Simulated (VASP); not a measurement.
## MgO (NiAs type): relaxation of cell and atoms with PBE

MgO (NiAs type):

```
Mg O
1.0
     2.91064    0.00000    0.00000
    -1.45532    2.52068    0.00000
     0.00000    0.00000    4.51149
Mg O
2 2
Direct
  0.00000 0.00000 0.00000
  0.00000 0.00000 0.50000
  0.33333 0.66667 0.25000
  0.66667 0.33333 0.75000
```

```
Program                : VASP 6.6.1
Task                   : relaxation of cell and atoms
Functional             : PBE
Potentials or basis    : VASP PAW PBE potentials, release 64 (Mg, O)
Cutoff                 : 600 eV
k mesh                 : 11 × 11 × 6
Occupations            : fermi-dirac, width 0.05 eV
Spin                   : no spin polarisation
Target pressure        : 31 GPa
Dipole correction      : no
Further INCAR settings : ALGO = Normal; EDIFF = 1e-06; IBRION = 2; EDIFFG = -0.005; NSW = 60; ISIF = 3
```

| Property | Result |
| --- | --- |
| Relaxed volume | 8.33 Å³/atom |
| Relaxed cell | a = 2.800 Å, b = 2.800 Å, c = 4.909 Å, α = 90.00°, β = 90.00°, γ = 120.00° |
| Space group after relaxing (to 0.05 Å) | P6_3/mmc (No. 194) |
| Energy change on relaxing (the enthalpy is what falls) | -152.7 meV/atom |
| Ionic steps | 8 |
| Pressure after relaxing | 31.0 GPa |
| Band gap on the k mesh | 5.67 eV, direct |

The path:
| step | energy change (eV) | largest force (eV/Å) | pressure (GPa) | volume (Å³) |
| --- | --- | --- | --- | --- |
| 1 | 0.0000 | 0.0000 | 35.19 | 33.10 |
| 2 | -0.6591 | 0.0000 | 26.50 | 33.86 |
| 3 | -0.6842 | 0.0000 | 27.92 | 33.73 |
| 4 | -0.6859 | 0.0000 | 27.82 | 33.73 |
| 5 | -0.5423 | 0.0000 | 33.73 | 32.99 |
| 6 | -0.6131 | 0.0000 | 30.87 | 33.34 |
| 7 | -0.6101 | 0.0000 | 31.05 | 33.32 |
| 8 | -0.6107 | 0.0000 | 31.01 | 33.32 |

Final structure:
```xyz
4
Lattice="2.7998 0.0000 0.0000 -1.3999 2.4247 0.0000 0.0000 0.0000 4.9088" Properties=species:S:1:pos:R:3 pbc="T T T"
Mg    0.0000    0.0000    0.0000
Mg    0.0000    0.0000    2.4544
O     0.0000    1.6165    1.2272
O     1.3999    0.8082    3.6816
```

Levels at points of the mesh, in eV from the valence-band top:
| k point | band 5 | band 6 | band 7 | band 8 | band 9 | band 10 | band 11 | band 12 |
| --- | --- | --- | --- | --- | --- | --- | --- | --- |
| (0.00, 0.00, 0.00) | -0.64 | -0.63 | 0.00 | 0.00 | 5.67 | 9.07 | 13.11 | 13.45 |
| (0.00, 0.00, 0.50) | -0.33 | -0.33 | -0.33 | -0.33 | 8.14 | 8.14 | 12.70 | 12.70 |

It took 2.8 min on 1 thread of AMD EPYC 7R43 64-Core Processor (Zen 3) (shared host), peak memory 0.14 GiB.

Caveat: the cell is relaxed towards a set pressure, so the enthalpy falls and the energy may rise. A k mesh can miss the band edges.
